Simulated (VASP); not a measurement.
Input of a VASP 6.6.1 run:

Contents of INCAR:

```
SYSTEM = Hf
PREC = Accurate
ENCUT = 520
EDIFF = 1E-6
ISMEAR = -1
SIGMA = 0.15
LREAL = .False.
LASPH = .True.
NELM = 150
ALGO = Normal
ISIF = 2
LWAVE = .False.
LCHARG = .False.
MAGMOM = 0 0 0
LORBIT = 11
LSORBIT = .True.
GGA_COMPAT = .False.
LORBMOM = .True.
LMAXMIX = 4
GGA = PE
NBANDS = 21
```

KPOINTS

```
Automatic mesh
0
Gamma
  4 4 4
  0 0 0
```

File POSCAR:

```
Hf
1.0
    0.0000000000      2.2440000000      2.2440000000
    2.2440000000      0.0000000000      2.2440000000
    2.2440000000      2.2440000000      0.0000000000
Hf
1
Direct
    0.0000000000      0.0000000000      0.0000000000
```

Potentials or basis: VASP PAW PBE potentials, release 64 (Hf_pv).

Run with:

```bash
$ cat potpaw_PBE.64/Hf_pv/POTCAR > POTCAR
$ mpirun -np 1 vasp_ncl > vasp.out
```

**Question.** Predict the pressure.

**Answer.** -0.5 GPa.

**Question.** Estimate the net moment.

**Answer.** 0.00 μB per cell.

Moments on the atoms (μB; x, y, z):
```
Hf  0.00 0.00 0.00
```

Caveat: the k points lie up to 0.61 Å⁻¹ apart.
